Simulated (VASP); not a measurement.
Here is a VASP 6.6.1 calculation.

The input POSCAR:

```
Ta2C
1.0
    3.3589776144      0.0000000000      0.0000000000
   -1.6794888072      2.9089599448      0.0000000000
    0.0000000000      0.0000000000      5.1399909026
Ta C
2 1
Direct
    0.3333333333      0.6666666667      0.2535635792
    0.6666666667      0.3333333333      0.7464364208
    0.0000000000      0.0000000000      0.0000000000
```

INCAR.step1

```
PREC = Accurate
ENCUT = 520
ISMEAR = 0
SIGMA = 0.15
LREAL = False
LASPH = True
NELM = 100
NBANDS = 20
GGA = PE
ALGO = Normal
EDIFF = 1E-4
LWAVE = True
LCHARG = False
```

INCAR.step2

```
PREC = Accurate
ENCUT = 520
EDIFF = 1E-6
ISMEAR = 0
SIGMA = 0.15
LREAL = False
LASPH = True
NELM = 100
ALGO = Normal
ISIF = 2
LWAVE = False
LCHARG = True
METAGGA = R2SCAN
LMIXTAU = True
LELF = True
LVHAR = True
NBANDS = 20
ISTART = 1
```

File KPOINTS:

```
regular mesh
0
Gamma
  18 18 10
```

Potentials or basis: VASP PAW PBE potentials, release 64 (Ta_pv, C).

Run with:

```sh
$ cat potpaw_PBE.64/Ta_pv/POTCAR potpaw_PBE.64/C/POTCAR > POTCAR
$ cp INCAR.step1 INCAR
$ mpirun -np 1 vasp_std > vasp.out
$ cp INCAR.step2 INCAR
$ mpirun -np 1 vasp_std > vasp.out
```

Q: Predict the pressure.

A: -36.5 GPa.

Q: Predict the band gap on the k mesh.

A: Zero (bands 13 and 14 overlap by 0.66 eV).

Forces in eV/Å, atoms in the order of the input:
```
Ta   0.000  0.000 -1.020
Ta   0.000  0.000  1.020
C    0.000  0.000  0.000
```

Caveat: the cell differs from its parent crystal (strain +0.080 along x and y, +0.040 along z); the stress differs along the axes, from -39 to -31 GPa; the PAW data sets were made with another functional, which shifts forces and pressure a little; spin-orbit coupling is left out, which moves the levels of the heavy elements.
